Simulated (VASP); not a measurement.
## CdF2: single point with PBEsol

CdF2:

```
Cd F
1.0
     0.00000    2.69400    2.69400
     2.69400    0.00000    2.69400
     2.69400    2.69400    0.00000
Cd F
1 2
Direct
  0.00000 0.00000 0.00000
  0.25429 0.32163 0.13672
  0.75000 0.75000 0.75000
```

This cell differs from its parent crystal: one atom moved.

| Quantity | Value |
| --- | --- |
| Program | VASP 6.6.1 |
| Task | single point |
| Functional | PBEsol |
| Potentials or basis | VASP PAW PBE potentials, release 64 (Cd, F) |
| Cutoff | 520 eV |
| k mesh | 8 × 8 × 8 |
| Occupations | gaussian, width 0.02 eV |
| Spin | no spin polarisation |
| Dipole correction | no |
| Further INCAR settings | ALGO = Normal; EDIFF = 1e-07; NBANDS = 20 |

```json
{"Pressure": "4.3 GPa", "Largest force": "1.514 eV/Å", "Band gap on the k mesh": "2.73 eV (least direct gap 3.16 eV)"}
```

Forces on the atoms (eV/Å):
```
Cd   0.381 -0.653  0.373
F   -0.170  1.304 -0.750
F   -0.211 -0.651  0.376
```

Stress tensor (GPa, compression positive):
```
 3.69 -2.15  3.16
-2.15  5.16  0.40
 3.16  0.40  4.02
```

Levels at points of the mesh, in eV from the valence-band top:
```tsv
k point	band 11	band 12	band 13	band 14	band 15	band 16
(0.00, 0.00, 0.00)	-0.83	-0.65	-0.43	2.73	12.41	12.45
(0.50, 0.00, 0.00)	-1.34	-0.85	-0.13	6.84	8.63	13.22
(0.00, 0.50, 0.00)	-1.58	-0.83	-0.21	7.10	8.82	13.48
(0.00, 0.00, 0.50)	-1.48	-0.64	-0.37	6.63	8.56	13.64
(0.50, 0.50, 0.50)	-1.44	-0.86	-0.13	6.96	8.70	13.26
(0.50, 0.50, 0.00)	-0.58	-0.40	-0.04	7.79	9.03	11.43
(0.00, 0.50, 0.50)	-0.63	-0.34	-0.11	7.87	8.95	11.50
(0.50, 0.00, 0.50)	-0.50	-0.43	0.00	7.66	9.13	11.36
```

Wall time 70 s on 1 thread of Intel(R) Xeon(R) 6975P-C (Granite Rapids) (shared host), peak memory 0.29 GiB.

Caveat: the cell differs from its parent crystal (one atom moved); the cell stands under pressure; the PAW data sets were made with another functional, which shifts forces and pressure a little. A k mesh can miss the band edges.
